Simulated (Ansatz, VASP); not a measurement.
ZrGe4Mo: VASP beside Ansatz

Contents of INCAR:

```
ALGO = Normal
EDIFF = 1E-6
EDIFFG = -0.04
ENCUT = 600
GGA = PE
IBRION = 2
ISIF = 3
ISMEAR = 0
LASPH = True
LCHARG = False
LREAL = False
LWAVE = False
NELM = 80
NSW = 90
PREC = Accurate
SIGMA = 0.1
```

Contents of KPOINTS:

```
k-points
0
Gamma
  6 6 2
```

Contents of POSCAR:

```
ZrGe4Mo
1.0
    3.2560355800      0.0000000000      0.0000000000
   -1.6280177900      2.8198095300      0.0000000000
    0.0000000000      0.0000000000     12.3161288200
Zr Ge Mo
1 4 1
Direct
    0.0000000000      0.0000000000      0.0000000000
    0.6666666700      0.3333333300      0.8719140300
    0.6666666700      0.3333333300      0.3771010000
    0.3333333300      0.6666666700      0.6228990000
    0.3333333300      0.6666666700      0.1280859700
    0.0000000000      0.0000000000      0.5000000000
```

Input for Ansatz:

```yaml
crystal:
  lattice:
    - [3.25603558, 0.0, 0.0]
    - [-1.62801779, 2.81980953, 0.0]
    - [0.0, 0.0, 12.31612882]
  atoms:
    - { symbol: Zr, position: [0.0, 0.0, 0.0] }
    - { symbol: Ge, position: [0.66666667, 0.33333333, 0.87191403] }
    - { symbol: Ge, position: [0.66666667, 0.33333333, 0.377101] }
    - { symbol: Ge, position: [0.33333333, 0.66666667, 0.622899] }
    - { symbol: Ge, position: [0.33333333, 0.66666667, 0.12808597] }
    - { symbol: Mo, position: [0.0, 0.0, 0.5] }
basis:
  ecutwfc: 420
kpoints:
  mp_grid: { grid: [6, 6, 2] }
hamiltonian:
  xc: pbe
scf:
  occupations: { method: gaussian, width: 0.1 }
  lower_state_search: "off"
output:
  forces: true
  stress: true
  eigenvalues: true
relax:
  adjacent_minimum: "off"
  f_tol: 0.04
  max_steps: 70
  cell: { stress_tol: 0.4 }
```

Change from the starting cell: species swapped into the TaTiTe4 type (P-3m1, No. 164).

Alike in both runs: task relaxation of cell and atoms; functional PBE; k mesh 6 × 6 × 2; occupations gaussian, width 0.1 eV; no spin polarisation.

```csv
,VASP,Ansatz
version,VASP 6.6.1,Ansatz 0.2.0
potentials or method,"VASP PAW PBE potentials, release 64 (Zr_sv, Ge_d, Mo_sv), cutoff 600 eV","scalar-relativistic, plane waves, PAW"
valence electrons in the cell,82,82
```

```tsv
	VASP	Ansatz	Ansatz less VASP
gap on the k mesh at the Fermi level, each at its own relaxed structure (eV)	none	none	-
relaxed volume (Å³/atom)	18.15	18.15	-0.005
relaxed length of the cell vector where the two differ most in proportion (Å)	12.877	12.918	+0.0414
```

A gap of «none» marks a metal or a gap that the smearing closes.

The k mesh is coarse, so the values compare programs but aren't converged.
